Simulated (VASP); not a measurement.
**Ge: single point with PBE**

Crystal: Ge.

```
Ge
1.0
     0.00000    2.87984    2.87984
     2.87984    0.00000    2.87984
     2.87984    2.87984    0.00000
Ge
2
Cartesian
  2.8798 2.8798 2.8798
  4.3198 4.3198 4.3198
```

```json
{
  "Program": "VASP 6.6.1",
  "Task": "single point",
  "Functional": "PBE",
  "Potentials or basis": "VASP PAW PBE potentials, release 64 (Ge_d)",
  "Cutoff": "520 eV",
  "k mesh": "12 × 12 × 12",
  "Occupations": "gaussian, width 0.05 eV",
  "Spin": "non-collinear spin, zero start, spin-orbit coupling",
  "Starting moments": "[[0.0, 0.0, 0.0], [0.0, 0.0, 0.0]] μB"
}
```

```json
{"Pressure": "0.0 GPa", "Net moment": "0.00 μB per cell", "Valence electrons inside the program's atomic spheres": "Ge 12.36"}
```

Moments on the atoms (μB; x, y, z):
```
Ge  0.00 0.00 0.00
Ge  0.00 0.00 0.00
```

Run time: 8.8 min on 1 thread of AMD EPYC 7R13 (shared host), peak memory 0.38 GiB.
